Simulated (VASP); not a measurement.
Set up this calculation in VASP 6.6.1, as the native input.

| Item | Value |
| --- | --- |
| Task | single point |
| Functional | PBEsol |
| Potentials or basis | VASP PAW PBE potentials, release 64 (C) |
| Cutoff | 520 eV |
| k mesh | 11 × 7 × 3 |
| Occupations | gaussian, width 0.05 eV |
| Spin | no spin polarisation |
| Dipole correction | no |
| Further INCAR settings | ALGO = Normal; EDIFF = 1e-06; NBANDS = 31 |

The structure of C lies in POSCAR:

```
C
1.0
   -2.1294220588     -1.2294315772      0.0088643343
    1.3950280734      0.0000000000     -3.6324024213
    6.1557614975     -8.6060210402      0.5788074005
C
10
Direct
    0.8333137556      0.1110711176      0.0666694635
    0.4333137556      0.1444044509      0.2666694635
    0.0333137556      0.1777377842      0.4666694635
    0.6333137556      0.2110711176      0.6666694635
    0.2333137556      0.2444044509      0.8666694635
    0.7666862444     -0.7444044509      0.9333305365
    0.3666862444      0.1222622158      0.1333305365
    0.9666862444      0.1555955491      0.3333305365
    0.5666862444      0.1889288825      0.5333305365
    0.1666862444      0.2222622158      0.7333305365
```

This cell differs from its parent crystal: the part above a cut slid along it.

The input as run:

INCAR

```
SYSTEM = C
ALGO = Normal
EDIFF = 1E-6
ENCUT = 520
GGA = PS
ISIF = 2
ISMEAR = 0
LASPH = .True.
LCHARG = .False.
LREAL = .False.
LWAVE = .False.
NBANDS = 31
NELM = 80
PREC = Accurate
SIGMA = 0.05
```

KPOINTS

```
k-points
0
Gamma
  11 7 3
  0 0 0
```

Potentials or basis: VASP PAW PBE potentials, release 64 (C).

The run is started by

```bash
$ cat potpaw_PBE.64/C/POTCAR > POTCAR
$ mpirun -np 1 vasp_std > vasp.out
```

It gave:

| Property | Result |
| --- | --- |
| Pressure | 1.3 GPa |
| Largest force | 3.737 eV/Å |

Caveat: the cell differs from its parent crystal (the part above a cut slid along it); the stress differs along the axes, from -2 to 8 GPa; this functional lacks dispersion, which binds layers or chains, so the pressure and a relaxed spacing across them are unreliable; the PAW data sets were made with another functional, which shifts forces and pressure a little.

Run time: 3.9 min on 1 thread of Oxide Virtual Turin-like Processor, on a shared host, peak memory 0.3 GiB.
